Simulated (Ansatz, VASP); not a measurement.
# One calculation of N, two programs

File INCAR:

```
SYSTEM = N
  ALGO = Normal
  EDIFF = 1E-6
  ENCUT = 520
  GGA = PS
  ISIF = 2
  ISMEAR = -1
  LASPH = .True.
  LCHARG = .False.
  LREAL = .False.
  LWAVE = .False.
  NBANDS = 12
  NELM = 60
  PREC = Accurate
  SIGMA = 0.05
```

File KPOINTS:

```
k-points
0
Gamma
  19 19 10
  0 0 0
```

Contents of POSCAR:

```
N
1.0
    1.9154482600      0.0000000000      0.0000000000
   -0.9577241300      1.6588268528      0.0000000000
    0.0000000000      0.0000000000      7.6589466649
N
2
Direct
    0.3333333333      0.6666666667      0.2500000000
    0.6666666667      0.3333333333      0.7500000000
```

Input for Ansatz:

```yaml
crystal:
  lattice:
    - [1.91544826, 0.0, 0.0]
    - [-0.95772413, 1.6588268528, 0.0]
    - [0.0, 0.0, 7.6589466649]
  atoms:
    - { symbol: "N", position: [0.3333333333, 0.6666666667, 0.25] }
    - { symbol: "N", position: [0.6666666667, 0.3333333333, 0.75] }
kpoints:
  mp_grid: { grid: [19, 19, 10] }
  band_path:
    path:
      - [0.0, 0.0, 0.0]
      - [0.5, 0.0, 0.0]
      - [0.3333333333, 0.3333333333, 0.0]
      - [0.0, 0.0, 0.0]
      - [0.0, 0.0, 0.5]
      - [0.5, 0.0, 0.5]
      - [0.3333333333, 0.3333333333, 0.5]
      - [0.0, 0.0, 0.5]
      - [0.5, 0.0, 0.5]
    npoints: 5
scf:
  occupations: { method: fermi_dirac, width: 0.05 }
hamiltonian:
  xc: pbesol
  pseudopotentials: { kind: all_electron, lapw: { basis_error: 0.001 } }
output:
  forces: true
  stress: true
  eigenvalues: true
```

Alike in both runs: task single point; functional PBEsol; k mesh 19 × 19 × 10; occupations fermi-dirac, width 0.05 eV; no spin polarisation.

|  | VASP | Ansatz |
| --- | --- | --- |
| version | VASP 6.6.1 | Ansatz 0.2.0 |
| potentials or method | VASP PAW PBE potentials, release 64 (N), cutoff 520 eV | all-electron LAPW, scalar-relativistic |

```csv
,VASP,Ansatz,Ansatz less VASP
pressure (GPa),-4.2,-4.3,-0.11
"traceless stress, the component that is largest in VASP (GPa)",3.48,3.80,+0.326
```

VASP's potentials were made for PBE, not for PBEsol. Ansatz ran all-electron here, and VASP with PAW potentials.
